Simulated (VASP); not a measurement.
Wanted: the native input for a VASP 6.6.1 run.

```yaml
Task: relaxation of cell and atoms
Functional: PBE
Potentials_or_basis: VASP PAW PBE potentials, release 64 (Pb_d, F)
Cutoff: 600 eV
k_mesh: 5 × 5 × 5
Occupations: gaussian, width 0.01 eV
Spin: no spin polarisation
Dipole_correction: no
Further_INCAR_settings: ALGO = Normal; EDIFF = 1e-06; IBRION = 2; EDIFFG = -0.03; NSW = 50; ISIF = 3
```

The structure of PbF2 (Fluorocronite) lies in POSCAR:

```
PbF2
1.0
    0.0000000000      2.9636600000      2.9636600000
    2.9636600000      0.0000000000      2.9636600000
    2.9636600000      2.9636600000      0.0000000000
Pb F
1 2
Direct
    0.0000000000      0.0000000000      0.0000000000
    0.2500000000      0.2500000000      0.2500000000
    0.7500000000      0.7500000000      0.7500000000
```

One way to write it, as run:

INCAR

```
PREC = Accurate
ENCUT = 600
EDIFF = 1E-6
ISMEAR = 0
SIGMA = 0.01
LREAL = F
LASPH = T
NELM = 60
ALGO = Normal
ISIF = 3
LWAVE = F
LCHARG = F
GGA = PE
IBRION = 2
NSW = 50
EDIFFG = -0.03
```

KPOINTS

```
Automatic mesh
0
Gamma
  5 5 5
```

Potentials or basis: VASP PAW PBE potentials, release 64 (Pb_d, F).

Launch:

```bash
$ cat potpaw_PBE.64/Pb_d/POTCAR potpaw_PBE.64/F/POTCAR > POTCAR
$ mpirun -np 1 vasp_std > vasp.out
```

Results of the run:

```json
{
  "Relaxed volume": "17.95 Å³/atom",
  "Relaxed cell": "a = 4.238 Å, b = 4.238 Å, c = 4.238 Å, α = 60.00°, β = 60.00°, γ = 60.00°",
  "Space group after relaxing (to 0.05 Å)": "Fm-3m (No. 225)",
  "Energy gained by relaxing": "4.4 meV/atom",
  "Ionic steps": "3",
  "Pressure after relaxing": "0.0 GPa",
  "Band gap on the k mesh": "4.53 eV, indirect (least direct gap 4.78 eV)"
}
```

Caveat: spin-orbit coupling is left out, which moves the levels of the heavy elements.

Wall time 17 s on 1 thread of Intel(R) Xeon(R) 6975P-C (Granite Rapids), with other jobs on the host, peak memory 0.2 GiB.
